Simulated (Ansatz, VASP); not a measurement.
ScTe2 in VASP and in Ansatz

Contents of INCAR:

```
SYSTEM = ScTe2
  PREC = Accurate
  ENCUT = 520
  EDIFF = 1E-6
  ISMEAR = 0
  SIGMA = 0.05
  LREAL = .False.
  LASPH = .True.
  NELM = 100
  ALGO = Normal
  ISIF = 2
  LWAVE = .False.
  LCHARG = .False.
  GGA = CA
  NBANDS = 18
```

File KPOINTS:

```
regular mesh
0
Gamma
  8 8 8
  0 0 0
```

The input POSCAR:

```
ScTe2
1.0
    0.0000000000      3.5627719815      3.5627719815
    3.5627719815      0.0000000000      3.5627719815
    3.5627719815      3.5627719815      0.0000000000
Sc Te
1 2
Direct
    0.0000000000      0.0000000000      0.0000000000
    0.2500000000      0.2500000000      0.2500000000
    0.7500000000      0.7500000000      0.7500000000
```

Input for Ansatz:

```yaml
crystal:
  lattice:
    - [0.0, 3.5627719815, 3.5627719815]
    - [3.5627719815, 0.0, 3.5627719815]
    - [3.5627719815, 3.5627719815, 0.0]
  atoms:
    - { symbol: Sc, position: [0.0, 0.0, 0.0] }
    - { symbol: Te, position: [0.25, 0.25, 0.25] }
    - { symbol: Te, position: [0.75, 0.75, 0.75] }
basis:
  ecutwfc: 420
  ecutrho_ratio: 4
kpoints:
  mp_grid: { grid: [8, 8, 8] }
hamiltonian:
  xc: lda
scf:
  occupations: { method: gaussian, width: 0.05 }
output:
  forces: true
  stress: true
  eigenvalues: true
  populations: true
```

Alike in both runs: task single point; functional LDA; k mesh 8 × 8 × 8; occupations gaussian, width 0.05 eV; no spin polarisation.

```csv
,VASP,Ansatz
version,VASP 6.6.1,Ansatz 0.2.0
potentials or method,"VASP PAW LDA potentials, release 64 (Sc_sv, Te), cutoff 520 eV","scalar-relativistic, plane waves, PAW"
valence electrons in the cell,23,43
```

```tsv
	VASP	Ansatz	Ansatz less VASP
gap on the k mesh at the Fermi level (eV)	none	none	-
pressure (GPa)	-3.8	-4.0	-0.14
```

LDA's correlation is that of Perdew and Zunger in VASP and of Perdew and Wang (1992) in Ansatz. A gap of «none» marks a metal or a gap that the smearing closes. VASP's potentials hold 23 valence electrons a cell and Ansatz's 43, so a difference there can come from the potentials and not from the codes.

Spin-orbit coupling is off throughout.
